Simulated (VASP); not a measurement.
Input of a VASP 6.6.1 run:

The input INCAR:

```
SYSTEM = C41O
PREC = Accurate
ENCUT = 520
EDIFF = 1E-6
ISMEAR = 0
SIGMA = 0.05
LREAL = Auto
LASPH = .True.
NELM = 80
ALGO = Normal
ISIF = 2
LWAVE = .False.
LCHARG = .True.
LDIPOL = .True.
IDIPOL = 3
DIPOL = 0.5 0.5 0.286
GGA = PE
IVDW = 12
LELF = .True.
LVHAR = .True.
LVACPOTAV = .True.
NBANDS = 112
LUSENCCL = .False.
```

Contents of KPOINTS:

```
regular mesh
0
Gamma
  4 4 1
  0 0 0
```

Contents of POSCAR:

```
C41O
1.0
    7.2946484380      0.0000000000      0.0000000000
   -3.3317658956      7.8620301879      0.0000000000
    0.0000000000      0.0000000000     23.5809581711
C O
41 1
Direct
    0.2500899670      0.1666966556      0.1696283913
    0.2500899670      0.6666966556      0.1696283913
    0.7500899670      0.1666966556      0.1696283913
    0.7500899670      0.6666966556      0.1696283913
    0.2499100331      0.3333033444      0.1696283913
    0.2499100331      0.8333033444      0.1696283913
    0.7499100330      0.3333033444      0.1696283913
    0.7499100331      0.8333033444      0.1696283913
    0.2500899670      0.4166966557      0.2218942371
    0.2500899670      0.9166966557      0.2218942371
    0.7500899670      0.4166966557      0.2218942371
    0.7500899670      0.9166966557      0.2218942371
    0.2499100331      0.0833033444      0.2218942371
    0.2499100331      0.5833033444      0.2218942371
    0.7499100331      0.0833033444      0.2218942371
    0.7499100331      0.5833033444      0.2218942371
    0.2500106166      0.1676584830      0.2741412246
    0.2500106166      0.6676584830      0.2741412246
    0.7500106166      0.1676584830      0.2741412246
    0.7500106166      0.6676584830      0.2741412246
    0.2499893834      0.3323415170      0.2741412246
    0.2499893834      0.8323415170      0.2741412246
    0.7499893834      0.3323415170      0.2741412246
    0.7499893834      0.8323415170      0.2741412246
    0.2500643137      0.4183240206      0.3266192408
    0.2500643137      0.9183240206      0.3266192408
    0.7500643137      0.4183240206      0.3266192408
    0.7500643137      0.9183240206      0.3266192408
    0.2499356863      0.0816759794      0.3266192408
    0.2499356863      0.5816759794      0.3266192408
    0.7499356863      0.0816759794      0.3266192408
    0.7499356863      0.5816759794      0.3266192408
    0.2498811848      0.1772167637      0.3744953071
    0.2498811848      0.6772167637      0.3744953071
    0.7498811848      0.1772167637      0.3744953071
    0.7498811848      0.6772167637      0.3744953071
    0.2501188152      0.3227832363      0.3744953071
    0.2501188152      0.8227832363      0.3744953071
    0.7501188152      0.3227832363      0.3744953071
    0.7501188152      0.8227832363      0.3744953071
    0.2498811848      0.5522167637      0.5632068924
    0.2498811848      0.5522167637      0.5144387299
```

Potentials or basis: VASP PAW PBE potentials, release 64 (C, O).

Launch:

```sh
$ cat potpaw_PBE.64/C/POTCAR potpaw_PBE.64/O/POTCAR > POTCAR
$ mpirun -np 1 vasp_std > vasp.out
```

Task: Predict the largest force.

Result: 6.694 eV/Å.

Task: Predict the band gap on the k mesh.

Result: 0.01 eV (least direct gap 0.03 eV).

Task: What does it give for the dispersion energy per atom?

Result: -0.113 eV.

Forces in eV/Å, atoms in the order of the input:
```
C   -2.576  6.077  1.103
C   -2.577  6.079  1.103
C   -2.576  6.078  1.103
C   -2.576  6.078  1.103
C    2.576 -6.077  1.103
C    2.577 -6.079  1.103
C    2.576 -6.078  1.103
C    2.576 -6.078  1.103
C   -0.162  0.381 -1.156
C   -0.161  0.379 -1.156
C   -0.161  0.381 -1.157
C   -0.161  0.380 -1.157
C    0.161 -0.380 -1.157
C    0.162 -0.381 -1.156
C    0.162 -0.381 -1.157
C    0.161 -0.381 -1.156
C    0.003 -0.005  0.016
C    0.001 -0.002  0.014
C    0.002 -0.005  0.016
C    0.002 -0.005  0.016
C   -0.001  0.003  0.015
C   -0.004  0.009  0.013
C   -0.002  0.005  0.016
C   -0.002  0.005  0.016
C    0.000  0.025  0.001
C    0.008  0.007 -0.010
C    0.002  0.021 -0.008
C    0.002  0.020 -0.009
C   -0.003 -0.017 -0.009
C    0.000 -0.025  0.013
C   -0.002 -0.021 -0.009
C   -0.002 -0.021 -0.008
C    0.029 -0.065  0.057
C    0.019 -0.042  0.007
C    0.035 -0.076  0.049
C    0.033 -0.077  0.049
C   -0.026  0.059  0.033
C   -0.029  0.064  0.067
C   -0.033  0.077  0.048
C   -0.035  0.076  0.049
C   -0.002  0.001 -0.743
O    0.005 -0.007  0.728
```
